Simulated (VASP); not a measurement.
Wanted: the native input for a VASP 6.6.1 run.

```
Task                   : relaxation of cell and atoms
Functional             : r2SCAN
Potentials or basis    : VASP PAW PBE potentials, release 64 (Ge_d)
Cutoff                 : 600 eV
k mesh                 : 6 × 6 × 4
Occupations            : fermi-dirac, width 0.02 eV
Spin                   : no spin polarisation
Dipole correction      : no
Further INCAR settings : ALGO = Normal; EDIFF = 1e-06; IBRION = 2; EDIFFG = -0.005; NSW = 80; ISIF = 3
```

The system is Ge.

```
Ge
1.0
     4.05841    0.00000    0.00000
    -2.02920    3.51469    0.00000
     0.00000    0.00000    6.69299
Ge
4
Direct
  0.33333 0.66667 0.00032
  0.66667 0.33333 0.50032
  0.33333 0.66667 0.37468
  0.66667 0.33333 0.87468
```

This isn't the form of Ge at room conditions, which is diamond.

One way to write it, as run:

POSCAR

```
Ge
1.0
    4.0584087520      0.0000000000      0.0000000000
   -2.0292043760      3.5146850782      0.0000000000
    0.0000000000      0.0000000000      6.6929896250
Ge
4
Direct
    0.3333333333      0.6666666667      0.0003197446
    0.6666666667      0.3333333333      0.5003197446
    0.3333333333      0.6666666667      0.3746802554
    0.6666666667      0.3333333333      0.8746802554
```

INCAR.step1

```
SYSTEM = Ge
PREC     = Accurate       ! precision mode
ENCUT    = 600            ! plane-wave cutoff, eV
ISMEAR   = -1             ! smearing method
SIGMA    = 0.02           ! smearing width, eV
LREAL    = .False.        ! projectors in reciprocal space
LASPH    = .True.         ! aspherical terms in the spheres
NELM     = 60             ! most SCF steps
GGA      = PE             ! functional
ALGO     = Normal         ! electronic algorithm
EDIFF    = 1E-4           ! SCF threshold, eV
LWAVE    = .True.         ! write WAVECAR
LCHARG   = .False.        ! write CHGCAR
```

INCAR.step2

```
SYSTEM = Ge
PREC     = Accurate       ! precision mode
ENCUT    = 600            ! plane-wave cutoff, eV
EDIFF    = 1E-6           ! SCF threshold, eV
ISMEAR   = -1             ! smearing method
SIGMA    = 0.02           ! smearing width, eV
LREAL    = .False.        ! projectors in reciprocal space
LASPH    = .True.         ! aspherical terms in the spheres
NELM     = 60             ! most SCF steps
ALGO     = Normal         ! electronic algorithm
ISIF     = 3              ! what is computed and relaxed
LWAVE    = .False.        ! write WAVECAR
LCHARG   = .False.        ! write CHGCAR
METAGGA  = R2SCAN         ! meta-GGA
LMIXTAU  = .True.       
IBRION   = 2              ! ionic algorithm
NSW      = 80             ! ionic steps
EDIFFG   = -0.005         ! ionic threshold
ISTART   = 1
```

KPOINTS

```
regular mesh
0
Gamma
  6 6 4
  0 0 0
```

Potentials or basis: VASP PAW PBE potentials, release 64 (Ge_d).

Run with:

```console
$ cat potpaw_PBE.64/Ge_d/POTCAR > POTCAR
$ cp INCAR.step1 INCAR
$ mpirun -np 1 vasp_std > vasp.out
$ cp INCAR.step2 INCAR
$ mpirun -np 1 vasp_std > vasp.out
```

Results of the run:

The relaxed volume is 22.83 Å³/atom, the relaxed cell is a = 3.999 Å, b = 3.999 Å, c = 6.593 Å, α = 90.00°, β = 90.00°, γ = 120.00° and the space group after relaxing (to 0.1 Å) is P6_3/mmc (No. 194). The energy gained by relaxing is 9.1 meV/atom and the ionic steps are 13. The pressure after relaxing is 0.0 GPa and the band gap on the k mesh is 0.05 eV.

Caveat: the PAW data sets were made with another functional, which shifts forces and pressure a little.

It took 25 min on 1 thread of Intel(R) Xeon(R) Platinum 8259CL CPU @ 2.50GHz (Skylake/Cascade Lake), with other jobs on the host, peak memory 0.28 GiB.
